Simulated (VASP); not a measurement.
## Ag: single point with LDA

System: Ag, a slab with vacuum.

```xyz
2
Lattice="2.8289 0.0000 0.0000 0.0000 4.0007 0.0000 0.0000 0.0000 17.4145" Properties=species:S:1:pos:R:3 pbc="T T T"
Ag    0.7072    1.0002    8.0000
Ag    2.1217    3.0005    9.4145
```

| Item | Value |
| --- | --- |
| Program | VASP 6.6.1 |
| Task | single point |
| Functional | LDA |
| Potentials or basis | VASP PAW LDA potentials, release 64 (Ag) |
| Cutoff | 520 eV |
| k mesh | 12 × 8 × 1 |
| Occupations | fermi-dirac, width 0.1 eV |
| Spin | no spin polarisation |

```yaml
Largest_force: 0.869 eV/Å
Band_gap_on_the_k_mesh: zero (bands 11 and 12 overlap by 4.04 eV)
```

Forces in eV/Å, atoms in the order of the input:
```
Ag   0.000  0.000  0.869
Ag   0.000  0.000 -0.869
```

Levels at points of the mesh, in eV from the Fermi level:
```
           k point  band 8  band 9  band 10  band 11  band 12  band 13  band 14  band 15
(0.00, 0.00, 0.00)   -3.31   -3.12    -2.97    -2.60    -0.37     2.99     4.67     4.68
(0.50, 0.00, 0.00)   -3.00   -2.87    -2.87     1.12     1.12     4.76     4.76     8.15
(0.00, 0.50, 0.00)   -3.54   -2.67    -2.67    -1.58    -1.58     2.09     2.09     5.87
(0.50, 0.50, 0.00)   -3.52   -2.59    -2.59     2.45     2.45     5.01     5.01     7.53
```

It took 46 s on 1 thread of Intel(R) Xeon(R) 6975P-C (Granite Rapids) (shared host), peak memory 0.29 GiB.
